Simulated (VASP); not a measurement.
AlN: single point with PBE

AlN:

```
Al N
1.0
     0.00000   -2.03532   -2.03532
     0.00000    2.03532   -2.03532
     4.07063    0.00000    0.00000
Al N
2 2
Cartesian
  0.0000 -0.0708 -2.0353
  2.0353 0.0708 0.0000
  2.0353 0.0257 -2.0353
  0.0000 2.0096 -2.0353
```

```
Program                : VASP 6.6.1
Task                   : single point
Functional             : PBE
Potentials or basis    : VASP PAW PBE potentials, release 64 (Al, N)
Cutoff                 : 520 eV
k mesh                 : 8 × 8 × 6
Occupations            : gaussian, width 0.05 eV
Spin                   : no spin polarisation
Dipole correction      : no
Further INCAR settings : ALGO = Normal; EDIFF = 1e-06; NBANDS = 16
```

* Pressure: 0.1 GPa
* Largest force: 0.724 eV/Å
* Band gap on the k mesh: 4.38 eV

Forces on the atoms (eV/Å):
```
Al   0.000  0.724  0.000
Al   0.000 -0.724  0.000
N    0.000 -0.130  0.000
N    0.000  0.130  0.000
```

Stress tensor (GPa, compression positive):
```
 0.26  0.00  0.00
 0.00  0.80  0.00
 0.00  0.00 -0.62
```

Levels at points of the mesh, in eV from the valence-band top:
```csv
k point,band 6,band 7,band 8,band 9,band 10,band 11
"(0.00, 0.00, 0.00)",-0.02,-0.01,0.00,4.41,5.33,5.36
"(0.50, 0.00, 0.00)",-4.05,-1.11,-1.08,8.08,8.32,10.14
"(0.50, 0.50, 0.00)",-2.75,-2.75,-2.74,4.38,4.41,5.30
"(0.00, 0.00, 0.50)",-1.60,-1.60,-1.60,7.47,7.47,7.48
"(0.50, 0.00, 0.50)",-1.04,-1.04,-1.04,5.98,5.98,10.81
"(0.50, 0.50, 0.50)",-5.60,-3.86,-3.86,7.86,7.86,10.55
```

Run time: 39 s on 1 thread of Intel(R) Xeon(R) Platinum 8259CL CPU @ 2.50GHz (Skylake/Cascade Lake) (shared host), peak memory 0.16 GiB.

A k mesh can miss the band edges. As with any semilocal functional, this PBE gap is likely too small.
